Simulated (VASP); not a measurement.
The system is CdS.

```xyz
2
Lattice="0.0000 2.9165 2.9165 2.9165 0.0000 2.9165 2.9165 2.9165 0.0000" Properties=species:S:1:pos:R:3 pbc="T T T"
Cd    0.0000    0.0000    0.0000
S     4.3748    4.3748    4.3748
```

Base run:

| Property | Result |
| --- | --- |
| Program | VASP 6.6.1 |
| Functional | r2SCAN0 |
| Potentials or basis | VASP PAW PBE potentials, release 64 (Cd, S) |
| Cutoff | 520 eV |
| k mesh | 5 × 5 × 5 |
| Occupations | fermi-dirac, width 0.05 eV |
| Spin | no spin polarisation |

Its results: band gap on the k mesh 3.11 eV; pressure 1.1 GPa.

Task: The run is repeated on the same cell with these changes: functional from r2SCAN0 to r2SCAN-based global hybrid with 15 % exact exchange; share of exact exchange from 0.25 to 0.15. What comes out?

Result: Band gap on the k mesh 2.50 eV; pressure 1.4 GPa.

Caveats: the PAW data sets were made with another functional, which shifts forces and pressure a little.

